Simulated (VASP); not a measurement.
Runs of VASP 6.6.1 on ZrS. The structure is that of space group R-3m (No. 166), or close to it. The cells are those of the table. 

```csv
cell,gap on the mesh (eV),pressure (GPa)
"a = 3.465 Å, angles 68.1°, 2 atoms",none,0.2
"a = 3.520 Å, angles 65.4°, 2 atoms",none,0.2
"a = 3.457 Å, angles 65.4°, 2 atoms",none,9.3
"a = 3.731 Å, angles 57.3°, 2 atoms",none,0.2
"a = 3.839 Å, angles 52.2°, 2 atoms",none,(a)
"a = 3.583 Å, angles 62.7°, 2 atoms",none,0.2
"a = 3.747 Å, angles 54.7°, 2 atoms",none,9.5
"a = 3.909 Å, angles 52.2°, 2 atoms",none,0.7
```

Alike in all rows: task single point; level PBEsol; potentials or basis VASP PAW PBE potentials, release 64 (Zr_sv, S); no spin polarisation; k mesh 16 × 16 × 16; cutoff (eV) 520; smearing gaussian 0.15 eV.

Problem. Fill in the values left out.

Solution. (a) 9.8.

Caveats: the PAW data sets were made with another functional, which shifts forces and pressure a little; the cell stands under pressure (at least some runs).

A k mesh can miss the band edges, and the runs leave out spin-orbit coupling on Zr.

A gap of «none» marks levels without a gap at the run's occupations.
